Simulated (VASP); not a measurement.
Here is a VASP 6.6.1 calculation.

INCAR

```
SYSTEM = Sb
PREC = Accurate
ENCUT = 500
EDIFF = 1E-6
ISMEAR = 0
SIGMA = 0.1
LREAL = .FALSE.
LASPH = .TRUE.
NELM = 120
ALGO = Normal
ISIF = 2
LWAVE = .FALSE.
LCHARG = .TRUE.
GGA = PE
LELF = .TRUE.
LVHAR = .TRUE.
NBANDS = 8
GGA_COMPAT = .FALSE.
```

KPOINTS

```
regular mesh
0
G
  6 6 6
  0 0 0
```

POSCAR

```
Sb
1.0
    0.0000000000      2.3966544406      2.3966544406
    2.3966544406      0.0000000000      2.3966544406
    2.3966544406      2.3966544406      0.0000000000
Sb
1
Direct
    0.0000000000      0.0000000000      0.0000000000
```

Potentials or basis: VASP PAW PBE potentials, release 64 (Sb).

Command:

```sh
$ cat potpaw_PBE.64/Sb/POTCAR > POTCAR
$ mpirun -np 1 vasp_std > vasp.out
```

Question: Predict the pressure.

Answer: -0.2 GPa.

Caveat: the k points lie up to 0.38 Å⁻¹ apart.
